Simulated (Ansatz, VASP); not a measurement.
## Si: VASP beside Ansatz

File INCAR:

```
SYSTEM = Si
ALGO = Normal ; EDIFF = 1E-6
ENCUT = 500 ; GGA = CA
GGA_COMPAT = .False. ; ISIF = 2
ISMEAR = -1 ; LASPH = .True.
LCHARG = .False. ; LREAL = .False.
LWAVE = .False. ; NBANDS = 11
NELM = 120 ; PREC = Accurate
SIGMA = 0.1
```

KPOINTS

```
k-points
0
Gamma
  13 13 13
  0 0 0
```

POSCAR

```
Si
1.0
    0.0000000000      2.7008806138      2.7008806138
    2.7008806138      0.0000000000      2.7008806138
    2.7008806138      2.7008806138      0.0000000000
Si
2
Direct
   -0.1250000000     -0.1250000000     -0.1250000000
    0.1250000000      0.1250000000      0.1250000000
```

Input for Ansatz:

```yaml
crystal:
  lattice:
    - [0.0, 2.7008806138, 2.7008806138]
    - [2.7008806138, 0.0, 2.7008806138]
    - [2.7008806138, 2.7008806138, 0.0]
  atoms:
    - { symbol: Si, position: [-0.125, -0.125, -0.125] }
    - { symbol: Si, position: [0.125, 0.125, 0.125] }
kpoints:
  mp_grid: { grid: [13, 13, 13] }
scf:
  occupations: { method: fermi_dirac, width: 0.1 }
hamiltonian:
  xc: lda
  pseudopotentials: { kind: all_electron, datasets: crystal }
output:
  forces: true
  stress: true
  eigenvalues: true
```

Change from the starting cell: volume scaled by 1, crystal datasets.

Alike in both runs: task single point; functional LDA; k mesh 13 × 13 × 13; occupations fermi-dirac, width 0.1 eV; no spin polarisation.

|  | VASP | Ansatz |
| --- | --- | --- |
| version | VASP 6.6.1 | Ansatz 0.2.0 |
| potentials or method | VASP PAW LDA potentials, release 64 (Si), cutoff 500 eV | all-electron PAW with datasets made for the crystal, scalar-relativistic |

```csv
,VASP,Ansatz,Ansatz less VASP
pressure (GPa),0.0,-0.1,-0.10
```

LDA's correlation is that of Perdew and Zunger in VASP and of Perdew and Wang (1992) in Ansatz. Ansatz ran all-electron here, and VASP with PAW potentials.
